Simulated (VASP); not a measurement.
Wanted: the native input for a VASP 6.6.1 run.

* Task: electric field gradients
* Functional: PBEsol
* Potentials or basis: VASP PAW PBE potentials, release 64 (Tc_pv)
* Cutoff: 520 eV
* k mesh: 18 × 18 × 10
* Occupations: gaussian, width 0.05 eV
* Spin: no spin polarisation
* Dipole correction: no
* Further INCAR settings: ALGO = Normal; EDIFF = 1e-08; NBANDS = 20

The structure of Tc lies in POSCAR:

```
Tc
1.0
    2.7242149808      0.0000000000      0.0000000000
   -1.3621074904      2.3592393787      0.0000000000
    0.0000000000      0.0000000000      4.3557473420
Tc
2
Direct
    0.3333333333      0.6666666667      0.2500000000
    0.6666666667      0.3333333333      0.7500000000
```

These files were run (other wordings do the same):

INCAR

```
SYSTEM = Tc
PREC = Accurate ; ENCUT = 520
EDIFF = 1E-8 ; ISMEAR = 0
SIGMA = 0.05 ; LREAL = .FALSE.
LASPH = .TRUE. ; NELM = 80
ALGO = Normal ; ISIF = 2
LWAVE = .FALSE. ; LCHARG = .FALSE.
GGA = PS ; LEFG = .TRUE.
NBANDS = 20
```

KPOINTS

```
regular mesh
0
G
  18 18 10
  0 0 0
```

Potentials or basis: VASP PAW PBE potentials, release 64 (Tc_pv).

Launch:

```console
$ cat potpaw_PBE.64/Tc_pv/POTCAR > POTCAR
$ mpirun -np 1 vasp_std > vasp.out
```

Results of the run:

* Pressure: -0.7 GPa
* Band gap on the k mesh: zero (bands 13 and 14 overlap by 3.54 eV)
* Largest electric field gradient by atom: Tc -17.5 V/Å²

Caveat: without QUAD_EFG the Cq values of the log hold for a quadrupole moment of 1 mb, not for the nuclei; the PAW data sets were made with another functional, which shifts forces and pressure a little.

It took 45 s on 1 thread of Intel(R) Xeon(R) Platinum 8559C (Emerald Rapids), on a shared host, peak memory 0.21 GiB.
